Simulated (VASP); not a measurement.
# KBr (Fm-3m) in VASP: notebook

The runs below take KBr through density of states, with PBE.

Everything below comes from runs of VASP 6.6.1. Logs are shortened: lines on timing, memory, paths and dates and some standing lists are left out, and cuts for length are marked.

## Step 1: The cell of the first run

The structure is cubic, space group Fm-3m (No. 225). The conventional cell has a = 6.701 Å, b = 6.701 Å, c = 6.701 Å, α = 90.00°, β = 90.00°, γ = 90.00°. K (site symmetry m-3m) has 6 Br at 3.35 Å within 4.4 Å. Within 4.4 Å of Br (site symmetry m-3m) lie 6 K at 3.35 Å.

## Step 2: Density of states, PBE

Contents of POSCAR:

```
KBr
1.0
    0.0000000000      3.3504479376      3.3504479376
    3.3504479376      0.0000000000      3.3504479376
    3.3504479376      3.3504479376      0.0000000000
K Br
1 1
Direct
    0.0000000000      0.0000000000      0.0000000000
    0.5000000000      0.5000000000      0.5000000000
```

Contents of INCAR.step1:

```
SYSTEM = KBr
ALGO = Normal
EDIFF = 1E-6
ENCUT = 520
GGA = PE
ISIF = 2
ISMEAR = 0
LASPH = .TRUE.
LCHARG = .TRUE.
LREAL = .FALSE.
LWAVE = .FALSE.
NBANDS = 15
NELM = 60
PREC = Accurate
SIGMA = 0.02
```

Contents of KPOINTS.step1:

```
k-points
0
G
  6 6 6
  0 0 0
```

Contents of INCAR.step2:

```
SYSTEM = KBr
ALGO = Normal
EDIFF = 1E-6
ENCUT = 520
GGA = PE
ICHARG = 11
ISIF = 2
ISMEAR = -5
LASPH = .TRUE.
LCHARG = .FALSE.
LORBIT = 11
LREAL = .FALSE.
LWAVE = .FALSE.
NEDOS = 2001
NELM = 60
PREC = Accurate
SIGMA = 0.02
```

Contents of KPOINTS.step2:

```
k-points
0
G
  9 9 9
  0 0 0
```

Potentials or basis: VASP PAW PBE potentials, release 64 (K_sv, Br).

Launch:

```
cat potpaw_PBE.64/K_sv/POTCAR potpaw_PBE.64/Br/POTCAR > POTCAR
cp INCAR.step1 INCAR
cp KPOINTS.step1 KPOINTS
mpirun -np 1 vasp_std > vasp.out
cp INCAR.step2 INCAR
cp KPOINTS.step2 KPOINTS
mpirun -np 1 vasp_std > vasp.out
```

OUTCAR:

```text
SYSTEM = KBr
   EDIFF = 1E-6
   ENCUT = 520
   GGA = PE
   ICHARG = 11
   ISIF = 2
   ISMEAR = -5
   LASPH = .TRUE.
   LORBIT = 11
   LREAL = .FALSE.
   NELM = 60
   PREC = Accurate

 ion  position               nearest neighbor table
   1  0.000  0.000  0.000-
   2  0.500  0.500  0.500-

  LATTYP: Found a face centered cubic cell.
 ALAT       =     6.7008958752

  Lattice vectors:

 A1 = (   0.0000000000,   3.3504479376,   3.3504479376)
 A2 = (   3.3504479376,   0.0000000000,   3.3504479376)
 A3 = (   3.3504479376,   3.3504479376,   0.0000000000)

Analysis of symmetry for initial positions (statically):
=====================================================================
 Subroutine PRICEL returns:
 Original cell was already a primitive cell.

 Routine SETGRP: Setting up the symmetry group for a
 face centered cubic supercell.

 Subroutine GETGRP returns: Found 48 space group operations
 (whereof 48 operations were pure point group operations)
 out of a pool of 48 trial point group operations.

The static configuration has the point symmetry O_h .

Analysis of symmetry for dynamics (positions and initial velocities):
=====================================================================
 Subroutine PRICEL returns:
 Original cell was already a primitive cell.

 Routine SETGRP: Setting up the symmetry group for a
 face centered cubic supercell.

 Subroutine GETGRP returns: Found 48 space group operations
 (whereof 48 operations were pure point group operations)
 out of a pool of 48 trial point group operations.

The dynamic configuration has the point symmetry O_h .

 Subroutine INISYM returns: Found 48 space group operations
 (whereof 48 operations are pure point group operations),
 and found     1 'primitive' translations

----------------------------------------------------------------------------------------

                                     Primitive cell

  volume of cell :      75.2209

  direct lattice vectors                    reciprocal lattice vectors
     0.000000000  3.350447938  3.350447938    -0.149233777  0.149233777  0.149233777
     3.350447938  0.000000000  3.350447938     0.149233777 -0.149233777  0.149233777
     3.350447938  3.350447938  0.000000000     0.149233777  0.149233777 -0.149233777

  length of vectors
     4.738248913  4.738248913  4.738248913     0.258480484  0.258480484  0.258480484

  position of ions in fractional coordinates (direct lattice)
     0.000000000  0.000000000  0.000000000
     0.500000000  0.500000000  0.500000000

  ion indices of the primitive-cell ions
   primitive index   ion index
                 1           1
                 2           2

----------------------------------------------------------------------------------------

 KPOINTS: k-points

Automatic generation of k-mesh.
 Grid dimensions read from file:
 generate k-points for:    9    9    9

 Generating k-lattice:

  Cartesian coordinates                     Fractional coordinates (reciprocal lattice)
    -0.016581531  0.016581531  0.016581531     0.111111111  0.000000000  0.000000000
     0.016581531 -0.016581531  0.016581531     0.000000000  0.111111111  0.000000000
     0.016581531  0.016581531 -0.016581531     0.000000000  0.000000000  0.111111111

  Length of vectors
     0.028720054  0.028720054  0.028720054

  Shift w.r.t. Gamma in fractional coordinates (k-lattice)
     0.000000000  0.000000000  0.000000000

 TETIRR: Found    115 inequivalent tetrahedra from     4374

 Subroutine IBZKPT returns following result:
 ===========================================

 Found     35 irreducible k-points:

 Following reciprocal coordinates:
            Coordinates               Weight
  0.000000  0.000000  0.000000      1.000000
  0.111111  0.000000  0.000000      8.000000
  0.222222  0.000000  0.000000      8.000000
  0.333333  0.000000  0.000000      8.000000
  0.444444  0.000000  0.000000      8.000000
  0.111111  0.111111  0.000000      6.000000
[... 16 lines left out ...]
 -0.333333  0.333333  0.000000     12.000000
  0.444444  0.444444  0.000000      6.000000
 [... further k-points ...]
   k-points           NKPTS =     35   k-points in BZ     NKDIM =     35   number of bands    NBANDS=     12
   number of dos      NEDOS =   2001   number of ions     NIONS =      2
   total plane-waves  NPLWV =  46656
   dimension x,y,z NGX =    36 NGY =   36 NGZ =   36
   dimension x,y,z NGXF=    72 NGYF=   72 NGZF=   72
   ions per type =               1   1
   NGX,Y,Z   is equivalent  to a cutoff of  12.63, 12.63, 12.63 a.u.
   NGXF,Y,Z  is equivalent  to a cutoff of  25.26, 25.26, 25.26 a.u.
 SYSTEM =  KBr
   PREC   = accura    normal or accurate (medium, high low for compatibility)
   ISTART =      0    job   : 0-new  1-cont  2-samecut
   ICHARG =     11    charge: 1-file 2-atom 10-const
   ISPIN  =      1    spin polarized calculation?
   LNONCOLLINEAR =      F non collinear calculations
   LSORBIT =      F    spin-orbit coupling
   LASPH  =      T    aspherical Exc in radial PAW
   ENCUT  =  520.0 eV  38.22 Ry    6.18 a.u.   8.81  8.81  8.81*2*pi/ulx,y,z
   NELM   =     60;   NELMIN=  2; NELMDL=  0     # of ELM steps
   EDIFF  = 0.1E-05   stopping-criterion for ELM
   LREAL  =      F    real-space projection
   EDIFFG = 0.1E-04   stopping-criterion for IOM
   NSW    =      0    number of steps for IOM
   IBRION =     -1    ionic relax: 0-MD 1-quasi-New 2-CG
   NFREE  =      0    steps in history (QN), initial steepest desc. (CG)
   ISIF   =      2    stress and relaxation
   ISYM   =      2    0-nonsym 1-usesym 2-fastsym
   POTIM  = 0.5000    time-step for ionic-motion
   TEBEG  =    0.0;   TEEND  =   0.0 temperature during run
   PSTRESS=    0.0 pullay stress
   NELECT =      16.0000    total number of electrons
   NUPDOWN=      -1.0000    fix difference up-down
   EMIN   =  10.00;   EMAX   =-10.00  energy-range for DOS
   EFERMI =   0.00;   METHOD = LEGACY
   ISMEAR =    -5;   SIGMA  =   0.02  broadening in eV -4-tet -1-fermi 0-gaus
   EFERMI_NEDOS =   21; number of points for ismear=-14 and -15
   IALGO  =     38    algorithm
   IMIX   =      4    mixing-type and parameters
     AMIX     =   0.40;   BMIX     =  1.00
     AMIX_MAG =   1.60;   BMIX_MAG =  1.00
  volume/ion in A,a.u.               =      37.61       253.81
  Fermi-wavevector in a.u.,A,eV,Ry     =   0.977242  1.846719 12.993580  0.955001
  Thomas-Fermi vector in A             =   2.107924
   LORBIT       =     11    0 simple, 1 ext, 2 COOP (PROOUT), +10 PAW based schemes
   GGA     = PE    functional components
   LHFCALC =     F    Hartree Fock is set to
   AEXX    =    0.0000 exact exchange contribution
   IVDW    =     0    specifies the selected vdW correction
   LEPSILON=     F    determine dielectric tensor
   LRPA    =     F    only Hartree local field effects (RPA)
 non-spin polarized calculation
 Fermi weights with tetrahedron method with Bloechl corrections
  energy-cutoff  :      520.00
  volume of cell :       75.22
 maximum number of plane-waves:      2085

 number of electron      16.0000000 magnetization

 Free energy of the ion-electron system (eV)
  ---------------------------------------------------
  ext. energy  EPLUGINS =         0.00000000
  ---------------------------------------------------
  free energy    TOTEN  =        -6.22355567 eV

  energy without entropy =       -6.22355567  energy(sigma->0) =       -6.22355567

 E-fermi :  -1.9114     XC(G=0):  -7.1905

 val. band max:       -1.9147868716   @ k =   0.0000   0.0000   0.0000
 cond. band min:       2.4000840570   @ k =   0.0000   0.0000   0.0000
 fundamental gap:      4.3148709286
 Fermi energy:        -1.9114347252

 k-point     1 :       0.0000    0.0000    0.0000
  band No.  band energies     occupation
      1     -29.7960      2.00000
      2     -14.1539      2.00000
      3     -13.2698      2.00000
      4     -13.2698      2.00000
      5     -13.2698      2.00000
      6      -1.9148      2.00000
      7      -1.9148      2.00000
      8      -1.9148      2.00000
      9       2.4001      0.00000
     10       5.6757      0.00000
     11       5.6757      0.00000
     12       5.6758      0.00000

 k-point     2 :       0.1111    0.0000    0.0000
  band No.  band energies     occupation
      1     -29.7955      2.00000
      2     -14.1776      2.00000
      3     -13.2703      2.00000
      4     -13.2703      2.00000
      5     -13.2389      2.00000
      6      -2.0812      2.00000
      7      -1.9520      2.00000
      8      -1.9520      2.00000
      9       2.7003      0.00000
     10       5.5870      0.00000
     11       5.8161      0.00000
     12       5.8161      0.00000

 k-point     3 :       0.2222    0.0000    0.0000
  band No.  band energies     occupation
      1     -29.7942      2.00000
      2     -14.2318      2.00000
      3     -13.2718      2.00000
      4     -13.2718      2.00000
      5     -13.1667      2.00000
      6      -2.4417      2.00000
      7      -2.0432      2.00000
      8      -2.0432      2.00000
      9       3.4151      0.00000
     10       5.5073      0.00000
     11       6.2134      0.00000
     12       6.2135      0.00000

 k-point     4 :       0.3333    0.0000    0.0000
  band No.  band energies     occupation
      1     -29.7928      2.00000
      2     -14.2859      2.00000
      3     -13.2734      2.00000
      4     -13.2734      2.00000
      5     -13.0920      2.00000
      6      -2.7833      2.00000
      7      -2.1420      2.00000
      8      -2.1420      2.00000
      9       4.1446      0.00000
     10       5.6977      0.00000
     11       6.8133      0.00000
     12       6.8135      0.00000

 k-point     5 :       0.4444    0.0000    0.0000
  band No.  band energies     occupation
      1     -29.7918      2.00000
      2     -14.3178      2.00000
      3     -13.2745      2.00000
      4     -13.2745      2.00000
      5     -13.0464      2.00000
      6      -2.9805      2.00000
      7      -2.2040      2.00000
      8      -2.2040      2.00000
      9       4.5309      0.00000
     10       6.0749      0.00000
     11       7.5123      0.00000
     12       7.5143      0.00000
[... 228 lines left out ...]
      1     -29.7910      2.00000
      2     -14.1415      2.00000
      3     -13.3066      2.00000
      4     -13.2941      2.00000
      5     -13.2447      2.00000
      6      -2.6872      2.00000
      7      -2.2252      2.00000
      8      -2.1703      2.00000
      9       4.2754      0.00000
     10       4.9911      0.00000
     11       7.1008      0.00000
     12       7.3554      0.00000

 k-point    22 :      -0.4444    0.3333    0.0000
  band No.  band energies     occupation
      1     -29.7906      2.00000
      2     -14.1593      2.00000
      3     -13.3253      2.00000
      4     -13.2912      2.00000
      5     -13.2062      2.00000
      6      -2.6360      2.00000
      7      -2.4135      2.00000
      8      -2.2097      2.00000
      9       4.5679      0.00000
     10       5.7402      0.00000
     11       6.5824      0.00000
     12       7.4329      0.00000

 k-point    23 :      -0.3333    0.3333    0.0000
  band No.  band energies     occupation
      1     -29.7907      2.00000
      2     -14.2051      2.00000
      3     -13.3226      2.00000
      4     -13.2847      2.00000
      5     -13.1522      2.00000
      6      -2.6498      2.00000
      7      -2.4869      2.00000
      8      -2.2289      2.00000
      9       4.9992      0.00000
     10       6.0340      0.00000
     11       6.4347      0.00000
     12       7.0204      0.00000

 k-point    24 :       0.4444    0.4444    0.0000
  band No.  band energies     occupation
      1     -29.7906      2.00000
      2     -14.0835      2.00000
      3     -13.3254      2.00000
      4     -13.2985      2.00000
      5     -13.2985      2.00000
      6      -2.6856      2.00000
      7      -2.1780      2.00000
      8      -2.1780      2.00000
      9       4.0287      0.00000
     10       5.0467      0.00000
     11       7.2237      0.00000
     12       7.3391      0.00000

 [... further k-points ...]
[... 5 lines left out ...]
  --------------------------------------------------------------------------------------
  -------------------------------------------------------------------------------------
  Total        0.0250512      0.0250512      0.0250512      0.0000000      0.0000000      0.0000000
  in kB        0.5335818      0.5335818      0.5335818      0.0000000      0.0000000      0.0000000
  external PRESSURE =       0.5335818 kB  Pullay stress =       0.0000000 kB

 VOLUME and BASIS-vectors are now :
 -----------------------------------------------------------------------------
  energy-cutoff  :      520.00
  volume of cell :       75.22
      direct lattice vectors                 reciprocal lattice vectors
     0.000000000  3.350447938  3.350447938    -0.149233777  0.149233777  0.149233777
     3.350447938  0.000000000  3.350447938     0.149233777 -0.149233777  0.149233777
     3.350447938  3.350447938  0.000000000     0.149233777  0.149233777 -0.149233777

 POSITION                                       TOTAL-FORCE (eV/Angst)
 -----------------------------------------------------------------------------------
      0.00000      0.00000      0.00000         0.000000      0.000000      0.000000
      3.35045      3.35045      3.35045        -0.000000     -0.000000     -0.000000
 -----------------------------------------------------------------------------------
    total drift:                                0.000000      0.000000      0.000000

  FREE ENERGIE OF THE ION-ELECTRON SYSTEM (eV)
  ---------------------------------------------------
  free  energy   TOTEN  =        -6.2235556700 eV

  energy  without entropy=       -6.2235556700  energy(sigma->0) =       -6.22355567

 total charge

# of ion       s       p       d       tot
------------------------------------------
    1        1.956   5.579   0.022   7.557
    2        1.599   3.296   0.001   4.896
--------------------------------------------------
tot          3.555   8.875   0.022  12.452
```

Wall time 17 s (1 thread of Intel Xeon 6975P-C (Granite Rapids), shared host); peak memory 0.2 GiB.

Results:

```yaml
Valence_electrons_inside_the_program's_atomic_spheres: K 7.56; Br 4.90
```

(Part 1 of 2 ends here.)
